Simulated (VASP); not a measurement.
# MnS (Browneite): single point with PBE

The system is MnS (Browneite).

```
Mn S
1.0
     0.00000    2.47205    2.47205
     2.47205    0.00000    2.47205
     2.47205    2.47205    0.00000
Mn S
1 1
Direct
  0.00000 0.00000 0.00000
  0.25000 0.25000 0.25000
```

This cell differs from its parent crystal: volume scaled by 0.980.

```yaml
Program: VASP 6.6.1
Task: single point
Functional: PBE
Potentials_or_basis: VASP PAW PBE potentials, release 64 (Mn_pv, S)
Cutoff: 520 eV
k_mesh: 10 × 10 × 10
Occupations: gaussian, width 0.05 eV
Spin: no spin polarisation
```

```json
{
 "Pressure": "3.1 GPa"
}
```

Levels at points of the mesh, in eV from the Fermi level:
```csv
k point,band 6,band 7,band 8,band 9,band 10,band 11,band 12,band 13
"(0.00, 0.00, 0.00)",-4.67,-4.67,-0.72,-0.72,3.75,3.75,3.75,3.84
"(0.50, 0.00, 0.00)",-4.38,-4.38,-0.46,-0.46,-0.26,1.98,1.98,5.55
"(0.50, 0.50, 0.00)",-4.02,-4.02,-1.67,-0.14,-0.05,0.31,0.31,5.59
```

It took 59 s on 1 thread of AMD EPYC 7R13, on a shared host, peak memory 0.13 GiB.

Caveat: the run has no spin polarisation, though such a crystal can be magnetic; semilocal functionals often make such compounds metallic where correlation or magnetic order opens a gap, which also shifts bond lengths. Spin polarisation is off, so any magnetic state and its effect on volume and gap are missing.
